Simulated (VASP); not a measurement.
Crystal: KF.

```
CELL_PARAMETERS angstrom
3.25895 0.00000 0.00000
0.00000 3.25895 0.00000
0.00000 0.00000 3.25895
ATOMIC_POSITIONS crystal
K 0.00000 0.00000 0.00000
F 0.50000 0.50000 0.50000
```

| Item | Value |
| --- | --- |
| Program | VASP 6.6.1 |
| Task | relaxation of cell and atoms |
| Functional | LDA |
| Potentials or basis | VASP PAW LDA potentials, release 64 (K_sv, F) |
| Cutoff | 600 eV |
| k mesh | 9 × 9 × 9 |
| Occupations | fermi-dirac, width 0.02 eV |
| Spin | no spin polarisation |

At the start: pressure -5.7 GPa; volume 17.31 Å³/atom.

How do energy, volume and symmetry change on relaxing?

Over 17 steps the energy falls by 54.8 meV/atom and the volume is 14.72 Å³/atom (-14.9 %); space group Pm-3m (No. 221, to 0.1 Å) before and after.

Step by step:
```tsv
step	energy change (eV)	largest force (eV/Å)	pressure (GPa)	volume (Å³)
1	0.0000	0.0000	-5.73	34.61
2	-0.0864	0.0000	-3.19	31.60
3	-0.1094	0.0000	-0.39	29.65
4	-0.1097	0.0000	0.06	29.39
5	-0.1097	0.0000	-0.12	29.49
6	-0.1097	0.0000	-0.12	29.49
7	-0.1097	0.0000	-0.12	29.49
8	-0.1097	0.0000	-0.11	29.49
9	-0.1097	0.0000	-0.11	29.49
10	-0.1097	0.0000	-0.11	29.49
11	-0.1097	0.0000	-0.11	29.49
12	-0.1097	0.0000	-0.11	29.49
13	-0.1097	0.0000	-0.11	29.49
14	-0.1097	0.0000	-0.11	29.48
15	-0.1097	0.0000	-0.10	29.48
16	-0.1097	0.0000	-0.08	29.47
17	-0.1097	0.0000	-0.04	29.45
```

Final structure:
```
K F
1.0
     3.08801    0.00000    0.00000
     0.00000    3.08801    0.00000
     0.00000    0.00000    3.08801
K F
1 1
Direct
  0.00000 0.00000 0.00000
  0.50000 0.50000 0.50000
```
